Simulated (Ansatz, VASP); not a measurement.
# BaS in VASP and in Ansatz

Contents of INCAR:

```
SYSTEM = BaS
ALGO = Normal
EDIFF = 1E-6
ENCUT = 500
GGA = PE
GGA_COMPAT = .FALSE.
ISIF = 2
ISMEAR = 0
LASPH = .TRUE.
LCHARG = .FALSE.
LREAL = .FALSE.
LWAVE = .FALSE.
NBANDS = 15
NELM = 120
PREC = Accurate
SIGMA = 0.01
```

File KPOINTS:

```
k-points
0
G
  4 4 4
  0 0 0
```

File POSCAR:

```
BaS
1.0
    0.0000000000      3.0954921000      3.0954921000
    3.0954921000      0.0000000000      3.0954921000
    3.0954921000      3.0954921000      0.0000000000
Ba S
1 1
Direct
    0.0000000000      0.0000000000      0.0000000000
    0.5000000000      0.5000000000      0.5000000000
```

Input for Ansatz:

```yaml
crystal:
  lattice:
    - [0.0, 3.0954921, 3.0954921]
    - [3.0954921, 0.0, 3.0954921]
    - [3.0954921, 3.0954921, 0.0]
  atoms:
    - { symbol: Ba, position: [0.0, 0.0, 0.0] }
    - { symbol: S, position: [0.5, 0.5, 0.5] }
basis:
  precision: f64
  xc_grid: 2
  ecutwfc: 700
  ecutrho_ratio: 4
kpoints:
  mp_grid: { grid: [4, 4, 4], shift: [0, 0, 0] }
hamiltonian:
  xc: pbe
  dispersion: none
  pseudopotentials:
    kind: paw
    azcp:
      Ba: "pseudopotentials/Ba.paw.azcp"
      S: "pseudopotentials/S.paw.azcp"
magnetization:
  spin_polarized: false
scf:
  lower_state_search: "off"
  max_iter: 200
  occupations: { method: fixed }
  convergence: { dr2_threshold: "1e-10 eV" }
output:
  forces: true
  stress: true
  eigenvalues: true
```

Alike in both runs: task single point; functional PBE; k mesh 4 × 4 × 4; no spin polarisation.

```csv
,VASP,Ansatz
version,VASP 6.6.1,Ansatz 0.2.0-dev
potentials or method,"VASP PAW PBE potentials, release 64 (Ba_sv, S), cutoff 500 eV",hard PAW set made for 700 eV
occupations,"gaussian, width 0.01 eV",fixed
```

Ansatz gave:

```
gap on the k mesh at the Fermi level (eV) : 2.04
```

Question: What did VASP give for the same quantities?

Answer: gap on the k mesh at the Fermi level (eV): 1.91.

The k mesh is coarse, so the values compare programs but aren't converged. Neither program's run includes spin-orbit coupling.
